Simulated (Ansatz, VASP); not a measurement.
**Two plane-wave programs on BaS**

```
Ba S
1.0
     4.35521    0.01664    0.01315
    -2.16319    3.82027    0.02904
     0.02312    0.07228    7.71823
Ba S
2 2
Direct
  0.33377 0.68770 0.25630
  0.66652 0.32055 0.75918
  0.01511 0.04119 0.99448
  0.98459 0.95057 0.49005
```

Change from the starting cell: all atoms moved at random (sigma 0.1 Å), cell strained at random (1 %).

Alike in both runs: task single point; functional PBE; k mesh 8 × 8 × 6; occupations gaussian, width 0.05 eV; no spin polarisation.

```csv
,VASP,Ansatz
version,VASP 6.6.1,Ansatz 0.2.0
potentials or method,"VASP PAW PBE potentials, release 64 (Ba_sv, S), cutoff 520 eV","scalar-relativistic, plane waves, PAW"
valence electrons in the cell,32,32
```

|  | VASP | Ansatz | Ansatz less VASP |
| --- | --- | --- | --- |
| gap on the k mesh at the Fermi level (eV) | 2.04 | 2.11 | +0.072 |
| least direct gap on the mesh (eV) | 2.26 | 2.31 | +0.058 |
| pressure (GPa) | 2.1 | 1.4 | -0.68 |
| traceless stress, the component that is largest in VASP (GPa) | -1.15 | -1.03 | +0.125 |
| rms of the force components (eV/Å) | 0.348 | 0.317 | -0.0307 |

Atom by atom the forces differ by 0.031 eV/Å (rms over components).

Spin-orbit coupling is off throughout.
